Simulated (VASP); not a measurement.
**SrO: single point with r2SCAN**

The system is SrO.

```xyz
4
Lattice="4.0181 0.0000 0.0000 -2.0090 3.4798 0.0000 0.0000 0.0000 4.8409" Properties=species:S:1:pos:R:3 pbc="T T T"
Sr    0.0000    2.3199   -0.3026
Sr    2.0090    1.1599    2.1179
O     0.0000    2.3199    2.1179
O     2.0090    1.1599    4.5384
```

This cell differs from its parent crystal: strain -5.9%.

```json
{
  "Program": "VASP 6.6.1",
  "Task": "single point",
  "Functional": "r2SCAN",
  "Potentials or basis": "VASP PAW PBE potentials, release 64 (Sr_sv, O)",
  "Cutoff": "520 eV",
  "k mesh": "12 × 12 × 6",
  "Occupations": "gaussian, width 0.01 eV",
  "Spin": "no spin polarisation"
}
```

| Quantity | Value |
| --- | --- |
| Pressure | 21.5 GPa |
| Band gap on the k mesh | 3.48 eV, direct |

Stress tensor (GPa, compression positive):
```
20.58  0.00  0.00
 0.00 20.58  0.00
 0.00  0.00 23.30
```

Levels at points of the mesh, in eV from the valence-band top:
```tsv
k point	band 13	band 14	band 15	band 16	band 17	band 18	band 19	band 20
(0.00, 0.00, 0.00)	-1.14	-1.14	-0.10	0.00	3.48	7.02	7.02	8.69
(0.50, 0.00, 0.00)	-0.41	-0.37	-0.27	-0.23	4.84	5.37	5.70	8.89
(0.00, 0.00, 0.50)	-1.51	-1.51	-1.51	-1.51	5.25	5.25	9.31	9.31
(0.50, 0.00, 0.50)	-1.24	-1.24	-0.50	-0.50	5.60	5.60	8.66	8.66
```

Wall time 4.6 min on 1 thread of Intel(R) Xeon(R) 6975P-C (Granite Rapids), on a shared host, peak memory 0.25 GiB.

Caveat: the cell differs from its parent crystal (strain -5.9%); the PAW data sets were made with another functional, which shifts forces and pressure a little. A k mesh can miss the band edges.
